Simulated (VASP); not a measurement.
Crystal: Zr3SnSe.

```
Zr Sn Se
1.0
     4.69625    0.00000    0.00000
     0.00000    4.69625    0.00000
     0.00000    0.00000    4.69625
Zr Sn Se
3 1 1
Direct
  0.50000 0.00000 0.00000
  0.00000 0.50000 0.00000
  0.00000 0.00000 0.50000
  0.00000 0.00000 0.00000
  0.50000 0.50000 0.50000
```

The cell was built from a structure type or drawn by symmetry, and may not be a known phase.

```yaml
Program: VASP 6.6.1
Task: relaxation of cell and atoms
Functional: PBE
Potentials_or_basis: VASP PAW PBE potentials, release 64 (Zr_sv, Sn_d, Se)
Cutoff: 600 eV
k_mesh: 4 × 4 × 4
Occupations: gaussian, width 0.1 eV
Spin: no spin polarisation
```

At the start: pressure 47.3 GPa; volume 20.71 Å³/atom.

Task: How do energy, volume and symmetry change on relaxing?

Result: Over 5 steps the energy falls by 1008.6 meV/atom and the volume is 30.05 Å³/atom (+45.1 %); space group Pm-3m (No. 221, to 0.1 Å) before and after.

Step by step:
```
step  energy change (eV)  largest force (eV/Å)  pressure (GPa)  volume (Å³)
   1              0.0000                0.0000           47.34       103.57
   2             -1.5108                0.0000          -10.65       225.09
   3             -5.0343                0.0000           -1.03       153.08
   4             -5.0420                0.0000           -0.36       151.34
   5             -5.0430                0.0000            0.07       150.26
```

Final structure:
```
CELL_PARAMETERS angstrom
5.31636 0.00000 0.00000
0.00000 5.31636 0.00000
0.00000 0.00000 5.31636
ATOMIC_POSITIONS crystal
Zr 0.50000 0.00000 0.00000
Zr 0.00000 0.50000 0.00000
Zr 0.00000 0.00000 0.50000
Sn 0.00000 0.00000 0.00000
Se 0.50000 0.50000 0.50000
```

Caveat: the volume moved by over 15 % at a fixed basis, so the end points are rough.
